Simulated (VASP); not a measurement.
GaSb: single point with r2SCAN

GaSb:

```
Ga Sb
1.0
    -2.75343    2.75343    1.59071
     2.75343   -2.75343    1.59071
     2.75343    2.75343   -1.59071
Ga Sb
1 1
Direct
  0.25000 0.75000 0.50000
  0.00000 0.00000 0.00000
```

```
Program                : VASP 6.6.1
Task                   : single point
Functional             : r2SCAN
Potentials or basis    : VASP PAW PBE potentials, release 64 (Ga_d, Sb)
Cutoff                 : 520 eV
k mesh                 : 6 × 6 × 6
Occupations            : fermi-dirac, width 0.1 eV
Spin                   : no spin polarisation
Dipole correction      : no
Further INCAR settings : ALGO = Normal; EDIFF = 1e-06; NBANDS = 16
```

| Property | Result |
| --- | --- |
| Pressure | -1.1 GPa |
| Band gap on the k mesh | zero (band 9 reaches 8.30 eV, above the bottom of band 10 at 3.35 eV) |

Stress tensor (GPa, compression positive):
```
-0.11  0.00  0.00
 0.00 -0.11  0.00
 0.00  0.00 -3.09
```

Levels at points of the mesh, in eV from the Fermi level:
| k point | band 6 | band 7 | band 8 | band 9 | band 10 | band 11 | band 12 | band 13 |
| --- | --- | --- | --- | --- | --- | --- | --- | --- |
| (0.00, 0.00, 0.00) | -12.73 | -3.15 | -2.27 | -2.27 | 3.60 | 5.01 | 7.23 | 7.23 |
| (0.50, 0.00, 0.00) | -8.87 | -6.11 | -2.80 | -1.87 | -1.40 | 2.46 | 3.24 | 5.19 |
| (0.50, 0.50, 0.00) | -11.18 | -8.63 | -0.33 | 1.58 | 2.13 | 2.43 | 4.59 | 6.72 |
| (0.50, 0.50, 0.50) | -9.96 | -6.40 | -5.42 | -5.42 | 3.38 | 4.98 | 10.73 | 10.73 |

Wall time 72 s on 1 thread of Intel(R) Xeon(R) Platinum 8259CL CPU @ 2.50GHz (Skylake/Cascade Lake) (shared host), peak memory 0.19 GiB.

Caveat: the k points lie up to 0.38 Å⁻¹ apart; the PAW data sets were made with another functional, which shifts forces and pressure a little; spin-orbit coupling is left out, which moves the levels of the heavy elements.
